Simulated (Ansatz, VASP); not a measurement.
**Two plane-wave programs on SrCl2**

INCAR

```
PREC = Accurate
ENCUT = 520
EDIFF = 1E-6
ISMEAR = 0
SIGMA = 0.05
LREAL = False
LASPH = True
NELM = 60
ALGO = Normal
ISIF = 2
LWAVE = False
LCHARG = True
GGA = PE
LELF = True
LVHAR = True
NBANDS = 19
```

Contents of KPOINTS:

```
Automatic mesh
0
Gamma
  6 6 6
```

Contents of POSCAR:

```
SrCl2
1.0
    1.8442954555      4.6107386389      4.6107386389
    4.6107386389      1.8442954555      4.6107386389
    4.6107386389      4.6107386389      1.8442954555
Sr Cl
1 2
Direct
    0.0000000000      0.0000000000      0.0000000000
    0.2500000000      0.2500000000      0.2500000000
    0.7500000000      0.7500000000      0.7500000000
```

Input for Ansatz:

```yaml
crystal:
  lattice:
    - [1.8442954555, 4.6107386389, 4.6107386389]
    - [4.6107386389, 1.8442954555, 4.6107386389]
    - [4.6107386389, 4.6107386389, 1.8442954555]
  atoms:
    - { symbol: Sr, position: [0.0, 0.0, 0.0] }
    - { symbol: Cl, position: [0.25, 0.25, 0.25] }
    - { symbol: Cl, position: [0.75, 0.75, 0.75] }
basis:
  ecutwfc: 420
kpoints:
  mp_grid: { grid: [6, 6, 6] }
hamiltonian:
  xc: pbe
scf:
  occupations: { method: gaussian, width: 0.05 }
output:
  forces: true
  stress: true
  eigenvalues: true
```

Alike in both runs: task single point; functional PBE; k mesh 6 × 6 × 6; occupations gaussian, width 0.05 eV; no spin polarisation.

|  | VASP | Ansatz |
| --- | --- | --- |
| version | VASP 6.6.1 | Ansatz 0.2.0 |
| potentials or method | VASP PAW PBE potentials, release 64 (Sr_sv, Cl), cutoff 520 eV | scalar-relativistic, plane waves, PAW |
| valence electrons in the cell | 24 | 24 |

Ansatz gave:

```
gap on the k mesh at the Fermi level (eV)                     : 5.30
least direct gap on the mesh (eV)                             : 5.68
pressure (GPa)                                                : 7.6
traceless stress, the component that is largest in VASP (GPa) : -1.98
rms of the force components (eV/Å)                            : 0.225
```

Problem. Which values does VASP return?

Solution. gap on the k mesh at the Fermi level (eV): 5.28; least direct gap on the mesh (eV): 5.67; pressure (GPa): 7.8; traceless stress, the component that is largest in VASP (GPa): -1.98; rms of the force components (eV/Å): 0.243.

Atom by atom the forces differ by 0.018 eV/Å (rms over components). With one functional, cell and mesh, what is left measures potentials, basis and numerics.
